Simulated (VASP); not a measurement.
Wanted: the native input for a VASP 6.6.1 run.

```yaml
Task: relaxation of cell and atoms
Functional: PBE
Potentials_or_basis: VASP PAW PBE potentials, release 64 (Be)
Cutoff: 600 eV
k_mesh: 8 × 9 × 9
Occupations: gaussian, width 0.1 eV
Spin: no spin polarisation
Dipole_correction: no
Further_INCAR_settings: ALGO = Fast; EDIFF = 1e-06; IBRION = 2; EDIFFG = -0.015; NSW = 80; ISIF = 3
```

The structure of Be lies in POSCAR:

```
Be
1.0
    0.0000000000      0.0000000000     -3.5667213982
    4.5251284214      0.0000000000      0.0000000000
   -2.2625642107     -3.9188761683      0.0000000000
Be
8
Direct
    0.2500000000      0.8333333333      0.1666666667
    0.2500000000      0.3333333333      0.1666666667
    0.2500000000      0.8333333333      0.6666666667
    0.2500000000      0.3333333333      0.6666666667
    0.7500000000      0.1666666667      0.3333333333
    0.7500000000      0.6666666667      0.3333333333
    0.7500000000      0.1666666667      0.8333333333
    0.7500000000      0.6666666667      0.8333333333
```

These files were run (other wordings do the same):

INCAR

```
ALGO = Fast
EDIFF = 1E-6
EDIFFG = -0.015
ENCUT = 600
GGA = PE
IBRION = 2
ISIF = 3
ISMEAR = 0
LASPH = True
LCHARG = False
LREAL = False
LWAVE = False
NELM = 60
NSW = 80
PREC = Accurate
SIGMA = 0.1
```

KPOINTS

```
k-points
0
Gamma
  8 9 9
```

Potentials or basis: VASP PAW PBE potentials, release 64 (Be).

Command:

```console
$ cat potpaw_PBE.64/Be/POTCAR > POTCAR
$ mpirun -np 1 vasp_std > vasp.out
```

It gave:

The relaxed volume is 7.91 Å³/atom. The relaxed cell is a = 3.571 Å, b = 4.525 Å, c = 4.525 Å, α = 120.00°, β = 90.00°, γ = 90.00° and the space group after relaxing (to 0.1 Å) is P6_3/mmc (No. 194). The energy gained by relaxing is 0.0 meV/atom, the ionic steps are 2 and the pressure after relaxing is 0.0 GPa. The band gap on the k mesh is zero (bands 8 and 9 overlap by 1.62 eV).

Wall time 68 s on 1 thread of Intel Xeon 8259CL, on a shared host, peak memory 0.21 GiB.
